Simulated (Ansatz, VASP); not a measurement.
One calculation of Ti2O, two programs

Contents of INCAR:

```
SYSTEM = Ti2O
ALGO = Normal
EDIFF = 1E-6
ENCUT = 520
GGA = PS
ISIF = 2
ISMEAR = 0
LASPH = .TRUE.
LCHARG = .FALSE.
LREAL = .FALSE.
LWAVE = .FALSE.
NBANDS = 22
NELM = 60
PREC = Accurate
SIGMA = 0.15
```

The input KPOINTS:

```
k-points
0
G
  12 12 8
  0 0 0
```

File POSCAR:

```
Ti2O
1.0
    2.9575078972      0.1129777400      0.0021845275
   -1.3809123558      2.5006073789      0.0077721134
    0.0034945120      0.0163736918      4.6729221723
Ti O
2 1
Direct
    0.6661175366      0.3253042024      0.2623373552
    0.3434317662      0.6751397685      0.7381769732
   -0.0095493028     -0.0004439709     -0.0005143284
```

Input for Ansatz:

```yaml
crystal:
  lattice:
    - [2.9575078972, 0.11297774, 0.0021845275]
    - [-1.3809123558, 2.5006073789, 0.0077721134]
    - [0.003494512, 0.0163736918, 4.6729221723]
  atoms:
    - { symbol: Ti, position: [0.6661175366, 0.3253042024, 0.2623373552] }
    - { symbol: Ti, position: [0.3434317662, 0.6751397685, 0.7381769732] }
    - { symbol: O, position: [-0.0095493028, -0.0004439709, -0.0005143284] }
basis:
  ecutwfc: 420
kpoints:
  mp_grid: { grid: [12, 12, 8] }
hamiltonian:
  xc: pbesol
scf:
  occupations: { method: gaussian, width: 0.15 }
output:
  forces: true
  stress: true
  eigenvalues: true
```

Change from the starting cell: all atoms moved at random, sigma 0.05 Å a component, cell strained at random, sigma 0.03.

Alike in both runs: task single point; functional PBEsol; k mesh 12 × 12 × 8; occupations gaussian, width 0.15 eV; no spin polarisation.

```csv
,VASP,Ansatz
version,VASP 6.6.1,Ansatz 0.2.0
potentials or method,"VASP PAW PBE potentials, release 64 (Ti_sv, O), cutoff 520 eV","scalar-relativistic, plane waves, PAW"
valence electrons in the cell,30,30
```

|  | VASP | Ansatz | Ansatz less VASP |
| --- | --- | --- | --- |
| gap on the k mesh at the Fermi level (eV) | none | none | - |
| pressure (GPa) | 3.5 | 3.1 | -0.35 |
| traceless stress, the component that is largest in VASP (GPa) | -10.43 | -10.43 | -0.001 |
| rms of the force components (eV/Å) | 0.198 | 0.191 | -0.0070 |

VASP's potentials were made for PBE, not for PBEsol. Atom by atom the forces differ by 0.025 eV/Å (rms over components). A gap of «none» marks a metal or a gap that the smearing closes. With one functional, cell and mesh, what is left measures potentials, basis and numerics.
